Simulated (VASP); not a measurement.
Crystal: Ni.

```
Ni
1.0
    -1.39288    1.39288    1.39288
     1.39288   -1.39288    1.39288
     1.39288    1.39288   -1.39288
Ni
1
Direct
  0.00000 0.00000 0.00000
```

Base run:

```yaml
Program: VASP 6.6.1
Functional: PBE
Potentials_or_basis: VASP PAW PBE potentials, release 64 (Ni)
Cutoff: 520 eV
k_mesh: 13 × 13 × 13
Occupations: fermi-dirac, width 0.05 eV
Spin: collinear spin, ferromagnetic start
Starting_moments: "[1.0] μB"
```

Its results: pressure 3.4 GPa; net moment 0.58 μB per cell; site moments Ni +0.59 μB.

**Question.** The run is repeated on the same cell with these changes: functional from PBE to PBEsol; further incar settings from ALGO = Normal; EDIFF = 1e-07; NBANDS = 15 to ALGO = Normal; EDIFF = 1e-06; NBANDS = 15. What comes out?

**Answer.** Pressure -6.4 GPa; net moment 0.59 μB per cell; site moments Ni +0.59 μB.

Caveats: the PAW data sets were made with another functional, which shifts forces and pressure a little (some runs).
